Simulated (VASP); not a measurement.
# Au (I4/mmm) in VASP: notebook, part 2 of 2

VASP 6.6.1. The steps go on from the part before.

## 4. Relaxation of shape and atoms at fixed volume, PBE (volume scaled by 0.91)

The input, INCAR:

```
  PREC = Accurate
  ENCUT = 600
  EDIFF = 1E-6
  ISMEAR = 0
  SIGMA = 0.1
  LREAL = False
  LASPH = True
  NELM = 100
  ALGO = Fast
  ISIF = 4
  LWAVE = False
  LCHARG = False
  GGA = PE
  IBRION = 2
  NSW = 50
  EDIFFG = -0.01
```

The input, KPOINTS:

```
Automatic mesh
0
Gamma
  14 14 10
```

The input, POSCAR:

```
Au
1.0
    2.8527162786     -0.0177479772      0.3664052021
   -0.0309038285      2.8508733627      0.3796366054
   -0.5023268184     -0.5228755924      3.8856323534
Au
2
Direct
    0.2500000000      0.2500000000      0.7500000000
    0.7500000000      0.7500000000      0.2500000000
```

Potentials or basis: VASP PAW PBE potentials, release 64 (Au).

Launch:

```sh
> cat potpaw_PBE.64/Au/POTCAR > POTCAR
> mpirun -np 1 vasp_std > vasp.out
```

OUTCAR:

```text
PREC = Accurate
   ENCUT = 600
   EDIFF = 1E-6
   ISMEAR = 0
   LREAL = False
   LASPH = True
   NELM = 100
   ISIF = 4
   GGA = PE
   IBRION = 2
   NSW = 50
   EDIFFG = -0.01

 ion  position               nearest neighbor table
   1  0.250  0.250  0.750-   2 2.84   2 2.84   2 2.84   2 2.84   2 2.84   2 2.84   2 2.84   2 2.84

   2  0.750  0.750  0.250-   1 2.84   1 2.84   1 2.84   1 2.84   1 2.84   1 2.84   1 2.84   1 2.84

  LATTYP: Found a base centered orthorhombic cell.
 ALAT       =     4.0674842819
 B/A-ratio  =     1.0000415523
[... 642 lines left out ...]
     12      13.9939      0.00000
     13      16.4324      0.00000
     14      17.7006      0.00000
     15      21.2235      0.00000

 [... further k-points ...]
[... 5 lines left out ...]
  --------------------------------------------------------------------------------------
  -------------------------------------------------------------------------------------
  Total        3.5120004      3.5120352      3.5382980      0.0001900     -0.0036362     -0.0034958
  in kB      172.0802471    172.0819519    173.3687699      0.0093087     -0.1781651     -0.1712872
  external PRESSURE =     172.5103229 kB  Pullay stress =       0.0000000 kB

 VOLUME and BASIS-vectors are now :
 -----------------------------------------------------------------------------
  energy-cutoff  :      600.00
  volume of cell :       32.70
      direct lattice vectors                 reciprocal lattice vectors
     2.852716279 -0.017747977  0.366405202     0.344841051 -0.002159723  0.044289739
    -0.030903829  2.850873363  0.379636605    -0.003750033  0.344618210  0.045889238
    -0.502326818 -0.522875592  3.885632353    -0.032151242 -0.033466458  0.248698458

 POSITION                                       TOTAL-FORCE (eV/Angst)
 -----------------------------------------------------------------------------------
      0.32871      0.31612      3.10073        -0.000000     -0.000000      0.000000
      1.99078      1.99413      1.53094         0.000000      0.000000     -0.000000
 -----------------------------------------------------------------------------------
    total drift:                                0.000000     -0.000000      0.000000

  FREE ENERGIE OF THE ION-ELECTRON SYSTEM (eV)
  ---------------------------------------------------
  free  energy   TOTEN  =        -6.2888689403 eV

  energy  without entropy=       -6.2867902707  energy(sigma->0) =       -6.28782961

 reached required accuracy - stopping structural energy minimisation
```

It took 1.8 min on 1 thread of Oxide Virtual Turin-like, shared host; peak memory 0.26 GiB.

What came out:

```
Free energy             : -6.2889 eV
Pressure after relaxing : 17.3 GPa
Band gap on the k mesh  : zero (band 11 reaches 14.97 eV, above the bottom of band 12 at 7.40 eV)
```

Final structure:
```cif
data_structure
_symmetry_space_group_name_H-M 'P 1'
_symmetry_Int_Tables_number 1
_cell_length_a 2.8762
_cell_length_b 2.8762
_cell_length_c 3.9527
_cell_angle_alpha 90.000
_cell_angle_beta 90.000
_cell_angle_gamma 89.998
_cell_volume 32.70
loop_
_atom_site_label
_atom_site_type_symbol
_atom_site_fract_x
_atom_site_fract_y
_atom_site_fract_z
_atom_site_occupancy
Au1 Au 0.25000 0.25000 0.75000 1
Au2 Au 0.75000 0.75000 0.25000 1
```

Caveat: the relaxation stopped at its first step, so nothing moved; spin-orbit coupling is left out, which moves the levels of the heavy elements.

## 5. Relaxation of shape and atoms at fixed volume, PBE (volume scaled by 0.94)

The input, INCAR:

```
SYSTEM = Au
  PREC = Accurate
  ENCUT = 600
  EDIFF = 1E-7
  ISMEAR = 0
  SIGMA = 0.1
  LREAL = .FALSE.
  LASPH = .TRUE.
  NELM = 100
  ALGO = Fast
  ISIF = 4
  LWAVE = .FALSE.
  LCHARG = .FALSE.
  GGA = PE
  IBRION = 2
  NSW = 50
  EDIFFG = -0.01
```

The input, KPOINTS:

```
regular mesh
0
G
  14 14 10
  0 0 0
```

The input, POSCAR:

```
Au
1.0
    2.8837264937     -0.0179409051      0.3703881794
   -0.0312397660      2.8818635446      0.3837634136
   -0.5077873203     -0.5285594680      3.9278707968
Au
2
Direct
    0.2500000000      0.2500000000      0.7500000000
    0.7500000000      0.7500000000      0.2500000000
```

Launch:

```sh
> cat potpaw_PBE.64/Au/POTCAR > POTCAR
> mpirun -np 1 vasp_std > vasp.out
```

It took 2.5 min on 1 thread of Oxide Virtual Turin-like, shared host; peak memory 0.26 GiB.

It converged, with:

```yaml
Free_energy: -6.3805 eV
Pressure_after_relaxing: 10.2 GPa
Band_gap_on_the_k_mesh: zero (band 11 reaches 14.24 eV, above the bottom of band 12 at 6.90 eV)
```

Stress tensor (GPa, compression positive):
```
10.18  0.00 -0.01
 0.00 10.18 -0.01
-0.01 -0.01 10.25
```

Final structure:
```yaml
crystal:
  lattice:
    - [2.88373, -0.01794, 0.37039]
    - [-0.03124, 2.88186, 0.38376]
    - [-0.50779, -0.52856, 3.92787]
  atoms:
    - { symbol: Au, position: [0.25000, 0.25000, 0.75000] }
    - { symbol: Au, position: [0.75000, 0.75000, 0.25000] }
```

Levels at points of the mesh, in eV from the Fermi level:
```csv
k point,band 8,band 9,band 10,band 11,band 12,band 13,band 14,band 15
"(0.00, 0.00, 0.00)",-3.11,-2.07,-1.68,-1.68,1.30,6.26,9.67,9.67
"(0.50, 0.00, 0.00)",-3.88,-3.31,-3.31,-0.46,-0.46,8.93,8.93,10.52
"(0.50, 0.50, 0.00)",-1.80,-1.60,-1.60,0.80,0.80,5.60,5.60,10.14
"(0.00, 0.00, 0.50)",-3.60,-3.60,-3.60,-2.76,-2.76,14.72,14.72,14.72
"(0.50, 0.00, 0.50)",-2.08,-1.96,-1.96,-1.03,-1.03,3.09,3.09,13.89
"(0.50, 0.50, 0.50)",-3.37,-1.79,-1.79,4.49,4.49,6.36,6.36,6.36
```

Caveat: the relaxation stopped at its first step, so nothing moved; spin-orbit coupling is left out, which moves the levels of the heavy elements.

## 6. The runs side by side

```tsv
cell	gap on the mesh (eV)	pressure (GPa)
relaxed from a = 3.064, b = 3.064, c = 4.211 Å, 2 atoms	none	-10.1
relaxed from a = 2.844, b = 2.844, c = 3.909 Å, 2 atoms	none	25.8
relaxed from a = 2.876, b = 2.876, c = 3.953 Å, 2 atoms	none	17.3
relaxed from a = 2.907, b = 2.907, c = 3.996 Å, 2 atoms	none	10.2
```

Alike in all rows: task relaxation of shape and atoms at fixed volume; level PBE; potentials or basis VASP PAW PBE potentials, release 64 (Au); no spin polarisation; k mesh 14 × 14 × 10; cutoff (eV) 600; smearing gaussian 0.1 eV.

Caveats: spin-orbit coupling is left out, which moves the levels of the heavy elements; the relaxation stopped at its first step, so nothing moved (some runs).

Total energies depend on the potentials used, so only differences within one code and one set of settings carry meaning.
